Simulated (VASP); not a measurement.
A run of VASP 6.6.1:

POSCAR

```
Al2BP3
1.0
    3.6565496871      0.0000000000      0.0000000000
   -1.8282748435      3.1666649192      0.0000000000
    0.0000000000      0.0000000000      9.1355759297
B Al P
1 2 3
Direct
    0.0000000000      0.0000000000      0.0065573311
    0.6666666667      0.3333333333      0.6794979474
    0.3333333333      0.6666666667      0.3226273278
    0.6666666667      0.3333333333      0.9388719397
    0.3333333333      0.6666666667      0.5798333975
    0.0000000000      0.0000000000      0.2226120566
```

Contents of INCAR.step1:

```
SYSTEM = Al2BP3
PREC = Accurate
ENCUT = 520
ISMEAR = -1
SIGMA = 0.02
LREAL = .FALSE.
LASPH = .TRUE.
NELM = 60
NBANDS = 21
GGA = PE
ALGO = Normal
EDIFF = 1E-4
LWAVE = .TRUE.
LCHARG = .FALSE.
```

File INCAR.step2:

```
SYSTEM = Al2BP3
PREC = Accurate
ENCUT = 520
EDIFF = 1E-7
ISMEAR = -1
SIGMA = 0.02
LREAL = .FALSE.
LASPH = .TRUE.
NELM = 60
ALGO = Normal
ISIF = 2
LWAVE = .FALSE.
LCHARG = .TRUE.
METAGGA = R2SCAN
LMIXTAU = .TRUE.
LELF = .TRUE.
LVHAR = .TRUE.
NBANDS = 21
ISTART = 1
```

KPOINTS

```
Automatic mesh
0
G
  12 12 4
  0 0 0
```

Potentials or basis: VASP PAW PBE potentials, release 64 (B, Al, P).

Command:

```bash
$ cat potpaw_PBE.64/B/POTCAR potpaw_PBE.64/Al/POTCAR potpaw_PBE.64/P/POTCAR > POTCAR
$ cp INCAR.step1 INCAR
$ mpirun -np 1 vasp_std > vasp.out
$ cp INCAR.step2 INCAR
$ mpirun -np 1 vasp_std > vasp.out
```

Hardware: 1 thread of AMD EPYC 9R45 96-Core Processor (Zen 5), on a shared host.

Question: Estimate the wall time of this run.

Answer: It took 7.6 min on 1 thread of AMD EPYC 9R45 96-Core Processor (Zen 5), with other jobs on the host, peak memory 0.29 GiB. Counts: k points 69.
